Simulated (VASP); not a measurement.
Zr3SiO:

```xyz
5
Lattice="2.5424 1.4679 4.0705 -2.5424 1.4679 4.0705 0.0000 -2.9358 4.0705" Properties=species:S:1:pos:R:3 pbc="T T T"
Zr    0.0000   -1.4679    2.0352
Zr    1.2712    0.7339    2.0352
Zr   -1.2712    0.7339    2.0352
Si    0.0000    0.0000    6.1057
O     0.0000    0.0000    0.0000
```

The cell was generated, and may not be a known phase.

| Quantity | Value |
| --- | --- |
| Program | VASP 6.6.1 |
| Task | relaxation of cell and atoms |
| Functional | PBE |
| Potentials or basis | VASP PAW PBE potentials, release 64 (Zr_sv, Si, O) |
| Cutoff | 600 eV |
| k mesh | 6 × 6 × 6 |
| Occupations | gaussian, width 0.1 eV |
| Spin | no spin polarisation |

At the start: pressure 26.8 GPa; volume 18.23 Å³/atom.

Where does the relaxation end?

Over 16 steps the energy falls by 1534.8 meV/atom and the volume is 16.98 Å³/atom (-6.8 %); space group R-3m (No. 166, to 0.1 Å) before and after.

Step by step:
```
step  energy change (eV)  largest force (eV/Å)  pressure (GPa)  volume (Å³)
   1              0.0000                0.0000           26.83        91.15
   2             -3.0035                0.0000          -22.37       131.31
   3             -4.6000                0.0000          -13.27       114.65
   4             -4.6035                0.0000          -12.08       113.34
   5             -7.0309                0.0000           -9.38        95.91
   6             -7.5698                0.0000           -3.73        88.62
   7             -6.7746                0.0000           28.49        73.60
   8             -7.6545                0.0000            0.33        85.38
   9             -7.6575                0.0000            1.41        84.66
  10             -7.6556                0.0000            2.34        84.06
  11             -7.6696                0.0000           -1.28        85.88
  12             -7.6711                0.0000           -0.43        85.43
  13             -7.6727                0.0000           -0.12        85.19
  14             -7.6733                0.0000            0.72        84.57
  15             -7.6736                0.0000            0.41        84.79
  16             -7.6742                0.0000            0.12        84.91
```

Final structure:
```cif
data_structure
_symmetry_space_group_name_H-M 'P 1'
_symmetry_Int_Tables_number 1
_cell_length_a 4.3986
_cell_length_b 4.3986
_cell_length_c 4.3986
_cell_angle_alpha 87.739
_cell_angle_beta 87.739
_cell_angle_gamma 87.739
_cell_volume 84.91
loop_
_atom_site_label
_atom_site_type_symbol
_atom_site_fract_x
_atom_site_fract_y
_atom_site_fract_z
_atom_site_occupancy
Zr1 Zr 0.00000 0.00000 0.50000 1
Zr2 Zr 0.50000 0.00000 0.00000 1
Zr3 Zr 0.00000 0.50000 0.00000 1
Si1 Si 0.50000 0.50000 0.50000 1
O1 O 0.00000 0.00000 0.00000 1
```
